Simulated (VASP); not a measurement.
Write the native input for VASP 6.6.1 that does the following.

| Quantity | Value |
| --- | --- |
| Task | single point |
| Functional | PBEsol |
| Potentials or basis | VASP PAW PBE potentials, release 64 (Fe, O) |
| Cutoff | 520 eV |
| k mesh | 11 × 11 × 11 |
| Occupations | fermi-dirac, width 0.05 eV |
| Spin | collinear spin, ferromagnetic start |
| Starting moments | [3.0, 0.0] μB |
| Dipole correction | no |
| Further INCAR settings | ALGO = Normal; EDIFF = 1e-06; NBANDS = 18 |

The structure of FeO lies in POSCAR:

```
FeO
1.0
    1.5188209023      0.8768916568      2.4691857389
   -1.5188209023      0.8768916568      2.4691857389
    0.0000000000     -1.7537833136      2.4691857389
Fe O
1 1
Direct
    0.0000000000      0.0000000000      0.0000000000
    0.5000000000      0.5000000000      0.5000000000
```

One way to write it, as run:

INCAR

```
ALGO = Normal ; EDIFF = 1E-6
ENCUT = 520 ; GGA = PS
ISIF = 2 ; ISMEAR = -1
ISPIN = 2 ; LASPH = True
LCHARG = False ; LMAXMIX = 4
LORBIT = 11 ; LREAL = False
LWAVE = False ; MAGMOM = 3 0
NBANDS = 18 ; NELM = 150
PREC = Accurate ; SIGMA = 0.05
```

KPOINTS

```
k-points
0
Gamma
  11 11 11
```

Potentials or basis: VASP PAW PBE potentials, release 64 (Fe, O).

Command:

```sh
$ cat potpaw_PBE.64/Fe/POTCAR potpaw_PBE.64/O/POTCAR > POTCAR
$ mpirun -np 1 vasp_std > vasp.out
```

It gave:

```yaml
Pressure: -5.7 GPa
Band_gap_on_the_k_mesh: zero (filled and empty bands overlap)
Net_moment: 4.00 μB per cell
Site_moments: Fe +3.61; O +0.31 μB
Valence_electrons_inside_the_program's_atomic_spheres: Fe 6.77; O 4.97
```

Caveat: the cell stands under tension; the PAW data sets were made with another functional, which shifts forces and pressure a little; a cell with one magnetic atom can't hold antiferromagnetic order, which such compounds often take; semilocal functionals often make such compounds metallic where correlation or magnetic order opens a gap, which also shifts bond lengths.

It took 2.4 min on 1 thread of AMD EPYC 7R43 64-Core Processor (Zen 3), on a shared host, peak memory 0.17 GiB.
